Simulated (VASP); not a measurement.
P:

```
CELL_PARAMETERS angstrom
2.53030 0.00000 0.00000
0.00000 2.53030 0.00000
0.00000 0.00000 2.53030
ATOMIC_POSITIONS crystal
P 0.00000 0.00000 0.00000
```

This isn't the form of P at room conditions, which is orthorhombic.

* Program: VASP 6.6.1
* Task: relaxation of cell and atoms
* Functional: PBE
* Potentials or basis: VASP PAW PBE potentials, release 64 (P)
* Cutoff: 600 eV
* k mesh: 17 × 17 × 17
* Occupations: fermi-dirac, width 0.1 eV
* Spin: no spin polarisation

At the start: pressure -8.9 GPa; volume 16.20 Å³/atom.

**Question.** How do energy, volume and symmetry change on relaxing?

**Answer.** Over 5 steps the energy falls by 50.3 meV/atom and the volume is 14.56 Å³/atom (-10.1 %); space group Pm-3m (No. 221, to 0.1 Å) before and after.

Step by step:
| step | energy change (eV) | largest force (eV/Å) | pressure (GPa) | volume (Å³) |
| --- | --- | --- | --- | --- |
| 1 | 0.0000 | 0.0000 | -8.91 | 16.20 |
| 2 | -0.0467 | 0.0000 | 3.20 | 14.18 |
| 3 | -0.0503 | 0.0000 | -0.11 | 14.57 |
| 4 | -0.0503 | 0.0000 | 0.13 | 14.54 |
| 5 | -0.0503 | 0.0000 | -0.05 | 14.56 |

Final structure:
```yaml
crystal:
  lattice:
    - [2.44185, 0.00000, 0.00000]
    - [0.00000, 2.44185, 0.00000]
    - [0.00000, 0.00000, 2.44185]
  atoms:
    - { symbol: P, position: [0.00000, 0.00000, 0.00000] }
```
